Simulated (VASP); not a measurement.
Set up this calculation in VASP 6.6.1, as the native input.

```
Task                   : single point
Functional             : PBE
Potentials or basis    : VASP PAW PBE potentials, release 64 (Si, C)
Cutoff                 : 520 eV
k mesh                 : 2 × 2 × 2
Occupations            : gaussian, width 0.02 eV
Spin                   : no spin polarisation
Dipole correction      : no
Further INCAR settings : LREAL = Auto; ALGO = Normal; EDIFF = 1e-06; NBANDS = 88
```

The structure of Si16C17 (a cell with a defect) lies in POSCAR:

```
Si16C17
1.0
    6.1838730322      0.0000000000      0.0000000000
   -3.0919365161      5.3553911397      0.0000000000
    0.0000000000      0.0000000000     10.1485845858
Si C
16 17
Direct
    0.1655184830      0.3338196881      0.2501660186
    0.1671752345      0.3321664008      0.7507806567
    0.1718129022      0.8384086023      0.2517272215
    0.1704487422      0.8342122701      0.7430061735
    0.6608939772      0.3276352659      0.2517944230
    0.6651130063      0.3289037073      0.7429936595
    0.6422234843      0.8571894900      0.2664401107
    0.6681758176      0.8311863473      0.7469465260
    0.3313871037      0.1679005280      0.4980445260
    0.3354654852      0.1639334975      0.9954279747
    0.3273056232      0.6656570747      0.5040192508
    0.3393142559      0.6664364762      0.9986976917
    0.8336443449      0.1719730597      0.5040277249
    0.8329535015      0.1600824249      0.9986959181
    0.8279939098      0.6712994264      0.4905185504
    0.8451141207      0.6542603348      0.9733936705
    0.1649122918      0.3343770704      0.4373339910
    0.1680458922      0.3313251924      0.9389597061
    0.1675699153      0.8343334564      0.4384415346
    0.1806229878      0.8363191190      0.9276047236
    0.6649547153      0.3316922992      0.4384949411
    0.6630712128      0.3187666326      0.9276002895
    0.6547060708      0.8445633348      0.4494517399
    0.6728590946      0.8265218888      0.9370036698
    0.3319144265      0.1674017782      0.1847228039
    0.3323324865      0.1669810807      0.6837401749
    0.3333730307      0.6680109644      0.1881254459
    0.3324263974      0.6623394832      0.6890199260
    0.8313320886      0.1660859080      0.1881316536
    0.8369852500      0.1668968665      0.6890246557
    0.8017467248      0.6973283375      0.2452113375
    0.8341064780      0.6652470206      0.6832832639
   -0.1126433487     -0.3878181716      0.1455454194
```

One way to write it, as run:

INCAR

```
SYSTEM = Si16C17
PREC = Accurate ; ENCUT = 520
EDIFF = 1E-6 ; ISMEAR = 0
SIGMA = 0.02 ; LREAL = Auto
LASPH = .TRUE. ; NELM = 80
ALGO = Normal ; ISIF = 2
LWAVE = .FALSE. ; LCHARG = .TRUE.
GGA = PE ; LELF = .TRUE.
LVHAR = .TRUE. ; NBANDS = 88
```

KPOINTS

```
regular mesh
0
G
  2 2 2
  0 0 0
```

Potentials or basis: VASP PAW PBE potentials, release 64 (Si, C).

Launch:

```sh
$ cat potpaw_PBE.64/Si/POTCAR potpaw_PBE.64/C/POTCAR > POTCAR
$ mpirun -np 1 vasp_std > vasp.out
```

Results of the run:

The pressure is 6.8 GPa and the largest force is 0.085 eV/Å. The band gap on the k mesh is zero (bands 66 and 67 overlap by 1.17 eV).

Caveat: the k points lie up to 0.59 Å⁻¹ apart, too coarse for converged energies and pressures of a metal.

It took 6.4 min on 1 thread of Intel(R) Xeon(R) Platinum 8259CL CPU @ 2.50GHz (Skylake/Cascade Lake), on a shared host, peak memory 0.48 GiB.
